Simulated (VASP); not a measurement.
Write the native input for VASP 6.6.1 that does the following.

```yaml
Task: single point
Functional: PBE
Potentials_or_basis: VASP PAW PBE potentials, release 64 (Tl_d)
Cutoff: 520 eV
k_mesh: 4 × 4 × 4
Occupations: gaussian, width 0.1 eV
Spin: no spin polarisation
Dipole_correction: no
Further_INCAR_settings: ALGO = Normal; EDIFF = 1e-06; NBANDS = 34
```

The structure of Tl lies in POSCAR:

```
Tl
1.0
    5.3762567652      0.0000000000      0.0000000000
    0.0000000000      5.3762567652      0.0000000000
    0.0000000000      0.0000000000      4.3602324479
Tl
4
Direct
    0.2502944622      0.7497055378      0.0000000000
    0.2502944622      0.2502944622      0.5000000000
    0.7497055378      0.7497055378      0.5000000000
    0.7497055378      0.2502944622      0.0000000000
```

The input as run:

INCAR

```
SYSTEM = Tl
PREC     = Accurate       ! precision mode
ENCUT    = 520            ! plane-wave cutoff, eV
EDIFF    = 1E-6           ! SCF threshold, eV
ISMEAR   = 0              ! smearing method
SIGMA    = 0.1            ! smearing width, eV
LREAL    = .FALSE.        ! projectors in reciprocal space
LASPH    = .TRUE.         ! aspherical terms in the spheres
NELM     = 60             ! most SCF steps
ALGO     = Normal         ! electronic algorithm
ISIF     = 2              ! what is computed and relaxed
LWAVE    = .FALSE.        ! write WAVECAR
LCHARG   = .FALSE.        ! write CHGCAR
GGA      = PE             ! functional
NBANDS   = 34             ! bands
```

KPOINTS

```
regular mesh
0
G
  4 4 4
  0 0 0
```

Potentials or basis: VASP PAW PBE potentials, release 64 (Tl_d).

The run is started by

```console
$ cat potpaw_PBE.64/Tl_d/POTCAR > POTCAR
$ mpirun -np 1 vasp_std > vasp.out
```

Results of the run:

```yaml
Pressure: 0.0 GPa
Largest_force: 0.004 eV/Å
Band_gap_on_the_k_mesh: zero (band 26 reaches 8.14 eV, above the bottom of band 27 at 3.14 eV)
```

Caveat: the k points lie up to 0.36 Å⁻¹ apart; spin-orbit coupling is left out, which moves the levels of the heavy elements.

It took 21 s on 1 thread of AMD EPYC 9R45 96-Core Processor (Zen 5) (shared host), peak memory 0.2 GiB.
